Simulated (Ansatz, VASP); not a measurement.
## Sn3PbSe4: VASP beside Ansatz

```
Sn Pb Se
1.0
     4.31291    0.00000    0.00000
     0.00000    6.10193    0.00000
     0.00000    0.00000    8.62971
Sn Pb Se
3 1 4
Direct
  0.00000 0.00000 0.74890
  0.00000 0.00000 0.25110
  0.50000 0.50000 0.50000
  0.50000 0.50000 0.00000
  0.00000 0.50000 0.74380
  0.50000 0.00000 0.00000
  0.00000 0.50000 0.25620
  0.50000 0.00000 0.50000
```

Alike in both runs: task single point; functional PBE; k mesh 4 × 4 × 2; occupations gaussian, width 0.1 eV; no spin polarisation.

```csv
,VASP,Ansatz
version,VASP 6.6.1,Ansatz 0.2.0
potentials or method,"VASP PAW PBE potentials, release 64 (Sn_d, Pb_d, Se), cutoff 520 eV","scalar-relativistic, plane waves, PAW"
valence electrons in the cell,80,120
```

|  | VASP | Ansatz | Ansatz less VASP |
| --- | --- | --- | --- |
| gap on the k mesh at the Fermi level (eV) | 0.10 | 0.10 | +0.002 |
| least direct gap on the mesh (eV) | 0.10 | 0.10 | +0.002 |
| pressure (GPa) | -0.5 | -0.4 | +0.02 |
| rms of the force components (eV/Å) | 0.006 | 0.006 | +0.0003 |

Atom by atom the forces differ by 0.000 eV/Å (rms over components). VASP's potentials hold 80 valence electrons a cell and Ansatz's 120, so a difference there can come from the potentials and not from the codes.

Spin-orbit coupling is off throughout.
